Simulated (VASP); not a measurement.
Runs of VASP 6.6.1 on SnO2. The structure is that of space group P4_2/mnm (No. 136), or close to it. The cells are those of the table. 

| task | cell | gap on the mesh (eV) | pressure (GPa) | largest force (eV/Å) |
| --- | --- | --- | --- | --- |
| electric field gradients | a = 4.800, b = 4.800, c = 3.228 Å, 6 atoms | 0.80 | 3.1 | 0.08 |
| single point | a = 4.753, b = 4.753, c = 3.197 Å, 6 atoms | 1.13 | (b) | 0.02 |
| single point | a = 4.673, b = 4.673, c = 3.143 Å, 6 atoms | 1.73 | 22.0 | 0.20 |
| single point | a = 4.738, b = 4.738, c = 3.187 Å, angles 91.1°, 6 atoms | 1.24 | 11.8 | 0.27 |
| single point | a = 4.832, b = 4.832, c = 3.186 Å, 6 atoms | 0.86 | 3.8 | 0.02 |
| electric field gradients | a = 4.641, b = 4.641, c = 3.121 Å, 6 atoms | (c) | 28.2 | 0.29 |
| single point | a = 4.738, b = 4.738, c = 3.187 Å, angles 88.8°, 6 atoms | 1.24 | 11.8 | 0.29 |
| single point | a = 4.737, b = 4.737, c = 3.218 Å, 6 atoms | 1.09 | (a) | 0.03 |
| electric field gradients | a = 4.830, b = 4.830, c = 3.249 Å, 6 atoms | 0.59 | -0.5 | 0.14 |
| single point | a = 4.737, b = 4.737, c = 3.186 Å, 6 atoms | 1.24 | 11.5 | 0.05 |
| electric field gradients | a = 4.737, b = 4.737, c = 3.186 Å, angles 90.6°, 6 atoms | 1.24 | 11.6 | 0.13 |

Alike in all rows: level PBE; potentials or basis VASP PAW PBE potentials, release 64 (Sn_d, O); no spin polarisation; k mesh 4 × 4 × 6; cutoff (eV) 520; smearing fermi-dirac 0.03 eV.

Task: Estimate the missing entries.

Result: (a) 8.8; (b) 9.2; (c) 2.00.

Caveats: spin-orbit coupling is left out, which moves the levels of the heavy elements.

A k mesh can miss the band edges, and the runs leave out spin-orbit coupling on Sn.
